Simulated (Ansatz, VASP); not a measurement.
**TiAl in VASP and in Ansatz**

INCAR

```
  PREC = Accurate
  ENCUT = 520
  EDIFF = 1E-6
  ISMEAR = 0
  SIGMA = 0.1
  LREAL = False
  LASPH = True
  NELM = 100
  ALGO = Fast
  ISIF = 2
  LWAVE = False
  LCHARG = False
  GGA = PS
  NBANDS = 14
```

KPOINTS

```
Automatic mesh
0
Gamma
  14 14 14
```

File POSCAR:

```
TiAl
1.0
    3.0180000000      0.0000000000      0.0000000000
    0.0000000000      3.0180000000      0.0000000000
    0.0000000000      0.0000000000      3.0180000000
Ti Al
1 1
Direct
    0.5000000000      0.5000000000      0.5000000000
    0.0000000000      0.0000000000      0.0000000000
```

Input for Ansatz:

```yaml
crystal:
  lattice:
    - [3.018, 0.0, 0.0]
    - [0.0, 3.018, 0.0]
    - [0.0, 0.0, 3.018]
  atoms:
    - { symbol: Ti, position: [0.5, 0.5, 0.5] }
    - { symbol: Al, position: [0.0, 0.0, 0.0] }
basis:
  ecutwfc: 420
kpoints:
  mp_grid: { grid: [14, 14, 14] }
hamiltonian:
  xc: pbesol
scf:
  occupations: { method: gaussian, width: 0.1 }
output:
  forces: true
  stress: true
  eigenvalues: true
  populations: true
  write_density: true
  write_potential: true
  elf: true
  volumetric_format: npy
```

Alike in both runs: task single point; functional PBEsol; k mesh 14 × 14 × 14; occupations gaussian, width 0.1 eV; no spin polarisation.

```csv
,VASP,Ansatz
version,VASP 6.6.1,Ansatz 0.2.0
potentials or method,"VASP PAW PBE potentials, release 64 (Ti_sv, Al), cutoff 520 eV","scalar-relativistic, plane waves, PAW"
valence electrons in the cell,15,15
```

```csv
,VASP,Ansatz,Ansatz less VASP
gap on the k mesh at the Fermi level (eV),none,none,-
pressure (GPa),20.7,20.7,+0.01
```

VASP's potentials were made for PBE, not for PBEsol. A gap of «none» marks a metal or a gap that the smearing closes.
